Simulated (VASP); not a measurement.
Write the native input for VASP 6.6.1 that does the following.

| Quantity | Value |
| --- | --- |
| Task | single point |
| Functional | r2SCAN |
| Potentials or basis | VASP PAW PBE potentials, release 64 (C) |
| Cutoff | 520 eV |
| k mesh | 9 × 9 × 6 |
| Occupations | fermi-dirac, width 0.05 eV |
| Spin | no spin polarisation |
| Dipole correction | no |
| Further INCAR settings | ALGO = Normal; EDIFF = 1e-06; NBANDS = 11 |

C:

```
C
1.0
     2.12732   -1.22828    0.00000
     2.12732    1.22828    0.00000
    -1.37907    0.00000    3.50283
C
2
Direct
  0.82204 0.83899 0.99837
  0.16426 0.16341 0.99481
```

One way to write it, as run:

POSCAR

```
C
1.0
    2.1273200000     -1.2282800000      0.0000000000
    2.1273200000      1.2282800000      0.0000000000
   -1.3790700000      0.0000000000      3.5028300000
C
2
Direct
    0.8220398614      0.8389898614      0.9983680662
    0.1642600000      0.1634100000      0.9948100000
```

INCAR.step1

```
SYSTEM = C
  PREC = Accurate
  ENCUT = 520
  ISMEAR = -1
  SIGMA = 0.05
  LREAL = .False.
  LASPH = .True.
  NELM = 60
  NBANDS = 11
  GGA = PE
  ALGO = Normal
  EDIFF = 1E-4
  LWAVE = .True.
  LCHARG = .False.
```

INCAR.step2

```
SYSTEM = C
  PREC = Accurate
  ENCUT = 520
  EDIFF = 1E-6
  ISMEAR = -1
  SIGMA = 0.05
  LREAL = .False.
  LASPH = .True.
  NELM = 60
  ALGO = Normal
  ISIF = 2
  LWAVE = .False.
  LCHARG = .True.
  METAGGA = R2SCAN
  LMIXTAU = .True.
  LELF = .True.
  LVHAR = .True.
  NBANDS = 11
  ISTART = 1
```

KPOINTS

```
Automatic mesh
0
Gamma
  9 9 6
  0 0 0
```

Potentials or basis: VASP PAW PBE potentials, release 64 (C).

Launch:

```bash
$ cat potpaw_PBE.64/C/POTCAR > POTCAR
$ cp INCAR.step1 INCAR
$ mpirun -np 1 vasp_std > vasp.out
$ cp INCAR.step2 INCAR
$ mpirun -np 1 vasp_std > vasp.out
```

Results of the run:

* Pressure: 0.7 GPa
* Largest force: 1.235 eV/Å
* Band gap on the k mesh: 0.25 eV, direct

Caveat: the PAW data sets were made with another functional, which shifts forces and pressure a little.

Wall time 82 s on 1 thread of AMD EPYC 9R45 (Zen 5), with other jobs on the host, peak memory 0.12 GiB.
